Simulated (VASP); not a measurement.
## Ca3Zn6As6CO: single point with LDA

The system is Ca3Zn6As6CO, a slab with vacuum.

```
Ca Zn As C O
1.0
     7.18550    0.00000    0.00000
     0.00000    7.00734    0.00000
     0.00000    0.00000   17.14855
Ca Zn As C O
3 6 6 1 1
Direct
  0.00000 0.00000 0.05831
  0.49668 0.00123 0.17701
  0.99490 0.99240 0.28528
  0.33333 0.36953 0.05831
  0.66667 0.63047 0.05831
  0.81086 0.35353 0.18079
  0.18538 0.64785 0.17918
  0.36817 0.39660 0.26829
  0.65664 0.62438 0.28031
  0.33333 0.73951 0.05831
  0.66667 0.26049 0.05831
  0.84869 0.74251 0.16937
  0.14894 0.25755 0.17204
  0.33253 0.73273 0.30471
  0.66924 0.27307 0.30680
  0.76535 0.75407 0.37882
  0.75268 0.76091 0.44510
```

```
Program                : VASP 6.6.1
Task                   : single point
Functional             : LDA
Potentials or basis    : VASP PAW LDA potentials, release 64 (Ca_sv, Zn, As_d, C, O)
Cutoff                 : 520 eV
k mesh                 : 2 × 2 × 1
Occupations            : fermi-dirac, width 0.1 eV
Spin                   : no spin polarisation
Dipole correction      : no
Further INCAR settings : LREAL = Auto; ALGO = Normal; EDIFF = 1e-06; NBANDS = 115; NELMDL = -8
```

```json
{
  "Largest force": "1.357 eV/Å",
  "Band gap on the k mesh": "0.46 eV (least direct gap 0.66 eV)"
}
```

Forces on the atoms (eV/Å):
```
Ca   0.011  0.048  0.046
Ca  -0.004  0.006 -0.005
Ca   0.000  0.008  0.027
Zn   0.796  0.797  0.688
Zn  -0.849 -0.857  0.620
Zn   0.002  0.014 -0.010
Zn  -0.011 -0.001  0.007
Zn  -0.011 -0.018  0.016
Zn   0.003  0.003 -0.006
As   0.231 -0.570 -0.780
As  -0.186  0.584 -0.684
As  -0.003 -0.005  0.013
As   0.000 -0.010 -0.004
As  -0.010  0.031  0.019
As   0.018 -0.017  0.030
C    0.090 -0.050 -1.035
O   -0.078  0.039  1.058
```

Levels at points of the mesh, in eV from the valence-band top:
```tsv
k point	band 98	band 99	band 100	band 101	band 102	band 103	band 104	band 105
(0.00, 0.00, 0.00)	-0.90	-0.59	-0.51	0.00	0.66	0.88	1.11	1.54
(0.50, 0.00, 0.00)	-0.89	-0.78	-0.72	-0.47	0.51	0.91	1.18	1.36
(0.00, 0.50, 0.00)	-0.83	-0.81	-0.56	-0.28	0.61	0.69	1.03	1.36
(0.50, 0.50, 0.00)	-0.85	-0.76	-0.67	-0.49	0.46	0.86	0.94	1.18
```

Run time: 22 min on 1 thread of AMD EPYC 7R43 64-Core Processor (Zen 3) (shared host), peak memory 0.73 GiB.

Caveat: the k points lie up to 0.45 Å⁻¹ apart; there is no dipole correction, which matters where the two faces differ.
